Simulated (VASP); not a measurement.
**TiO2: single point with PBE**

The system is TiO2.

```
CELL_PARAMETERS angstrom
4.64340 0.00000 0.00000
0.00000 4.64340 0.00000
0.00000 0.00000 2.80580
ATOMIC_POSITIONS crystal
Ti 0.00000 0.00000 0.00000
Ti 0.50000 0.50000 0.50000
O 0.30510 0.30510 0.00000
O 0.19490 0.80510 0.50000
O 0.69490 0.69490 0.00000
O 0.80510 0.19490 0.50000
```

```
Program             : VASP 6.6.1
Task                : single point
Functional          : PBE
Potentials or basis : VASP PAW PBE potentials, release 64 (Ti_sv, O)
Cutoff              : 520 eV
k mesh              : 6 × 6 × 10
Occupations         : gaussian, width 0.05 eV
Spin                : no spin polarisation
```

```
Pressure               : 18.0 GPa
Largest force          : 0.499 eV/Å
Band gap on the k mesh : 2.09 eV, direct
```

Forces on the atoms (eV/Å):
```
Ti   0.000  0.000  0.000
Ti   0.000  0.000  0.000
O   -0.353 -0.353  0.000
O    0.353 -0.353  0.000
O    0.353  0.353  0.000
O   -0.353  0.353  0.000
```

Stress tensor (GPa, compression positive):
```
10.63  0.00  0.00
 0.00 10.63  0.00
 0.00  0.00 32.77
```

Levels at points of the mesh, in eV from the valence-band top:
| k point | band 22 | band 23 | band 24 | band 25 | band 26 | band 27 |
| --- | --- | --- | --- | --- | --- | --- |
| (0.00, 0.00, 0.00) | -0.34 | -0.32 | 0.00 | 2.09 | 2.33 | 3.01 |
| (0.50, 0.00, 0.00) | -1.11 | -0.65 | -0.65 | 2.80 | 2.80 | 3.49 |
| (0.50, 0.50, 0.00) | -0.96 | -0.83 | -0.83 | 2.10 | 2.10 | 3.06 |
| (0.00, 0.00, 0.50) | -2.08 | -1.34 | -1.34 | 3.25 | 3.25 | 4.00 |
| (0.50, 0.00, 0.50) | -2.00 | -0.90 | -0.90 | 2.21 | 2.21 | 4.07 |
| (0.50, 0.50, 0.50) | -1.10 | -0.60 | -0.60 | 2.91 | 2.91 | 3.54 |

Wall time 49 s on 1 thread of Intel(R) Xeon(R) 6975P-C (Granite Rapids), on a shared host, peak memory 0.23 GiB.

A k mesh can miss the band edges. Expect the measured gap to be larger: semilocal functionals such as PBE lack the derivative discontinuity.
